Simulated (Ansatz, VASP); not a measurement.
## PbO in VASP and in Ansatz

The input INCAR:

```
SYSTEM = PbO
PREC = Accurate
ENCUT = 520
EDIFF = 1E-8
ISMEAR = -1
SIGMA = 0.03
LREAL = .False.
LASPH = .True.
NELM = 60
ALGO = Normal
ISIF = 2
LWAVE = .False.
LCHARG = .False.
GGA = PE
LEFG = .True.
NBANDS = 28
```

The input KPOINTS:

```
regular mesh
0
Gamma
  8 8 6
  0 0 0
```

File POSCAR:

```
PbO
1.0
    3.9744000000      0.0000000000      0.0000000000
    0.0000000000      3.9744000000      0.0000000000
    0.0000000000      0.0000000000      5.0220000000
Pb O
2 2
Direct
    0.0000000000      0.5000000000      0.2351000000
    0.5000000000      0.0000000000      0.7649000000
    0.0000000000      0.0000000000      0.0000000000
    0.5000000000      0.5000000000      0.0000000000
```

Input for Ansatz:

```yaml
crystal:
  lattice:
    - [3.9744, 0.0, 0.0]
    - [0.0, 3.9744, 0.0]
    - [0.0, 0.0, 5.022]
  atoms:
    - { symbol: Pb, position: [0.0, 0.5, 0.2351] }
    - { symbol: Pb, position: [0.5, 0.0, 0.7649] }
    - { symbol: O, position: [0.0, 0.0, 0.0] }
    - { symbol: O, position: [0.5, 0.5, 0.0] }
kpoints:
  mp_grid: { grid: [8, 8, 6] }
  band_path:
    path:
      - [0.0, 0.0, 0.0]
      - [0.0, 0.5, 0.0]
      - [0.5, 0.5, 0.0]
      - [0.0, 0.0, 0.0]
      - [0.0, 0.0, 0.5]
      - [0.0, 0.5, 0.5]
      - [0.5, 0.5, 0.5]
      - [0.0, 0.0, 0.5]
      - [0.0, 0.5, 0.0]
    npoints: 8
scf:
  occupations: { method: fermi_dirac, width: 0.03 }
hamiltonian:
  xc: pbe
  pseudopotentials: { kind: all_electron, datasets: crystal }
output:
  forces: true
  stress: true
  eigenvalues: true
  efg: { contact_densities: true }
```

Alike in both runs: task electric field gradients; functional PBE; k mesh 8 × 8 × 6; occupations fermi-dirac, width 0.03 eV; no spin polarisation.

|  | VASP | Ansatz |
| --- | --- | --- |
| version | VASP 6.6.1 | Ansatz 0.2.0 |
| potentials or method | VASP PAW PBE potentials, release 64 (Pb_d, O), cutoff 520 eV | all-electron PAW with datasets made for the crystal, scalar-relativistic |

|  | VASP | Ansatz | Ansatz less VASP |
| --- | --- | --- | --- |
| gap on the k mesh at the Fermi level (eV) | 1.25 | 1.24 | -0.006 |
| pressure (GPa) | 4.9 | 4.9 | -0.06 |
| traceless stress, the component that is largest in VASP (GPa) | -0.67 | -0.66 | +0.005 |
| rms of the force components (eV/Å) | 0.202 | 0.186 | -0.0165 |
| size of Vzz on the site where it differs most (V/Å²) | 233.9 | 224.2 | -9.67 |

Atom by atom the forces differ by 0.017 eV/Å (rms over components). Ansatz ran all-electron here, and VASP with PAW potentials.

Spin-orbit coupling is off throughout.
